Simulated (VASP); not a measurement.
## In: single point with PBE

Crystal: In.

```
CELL_PARAMETERS angstrom
-1.83092 1.83092 1.83092
1.83092 -1.83092 1.83092
1.83092 1.83092 -1.83092
ATOMIC_POSITIONS crystal
In 0.00000 0.00000 0.00000
```

```
Program             : VASP 6.6.1
Task                : single point
Functional          : PBE
Potentials or basis : VASP PAW PBE potentials, release 64 (In_d)
Cutoff              : 520 eV
k mesh              : 9 × 9 × 9
Occupations         : fermi-dirac, width 0.05 eV
Spin                : no spin polarisation
```

The pressure is 6.0 GPa.

Levels at points of the mesh, in eV from the Fermi level:
```csv
k point,band 2,band 3,band 4,band 5,band 6,band 7,band 8,band 9,band 10,band 11
"(0.00, 0.00, 0.00)",-14.90,-14.90,-14.57,-14.57,-10.13,11.71,11.71,11.71,13.06,13.06
```

Run time: 3.2 s on 1 thread of Intel(R) Xeon(R) 6975P-C (Granite Rapids) (shared host), peak memory 0.13 GiB.

Caveat: spin-orbit coupling is left out, which moves the levels of the heavy elements.
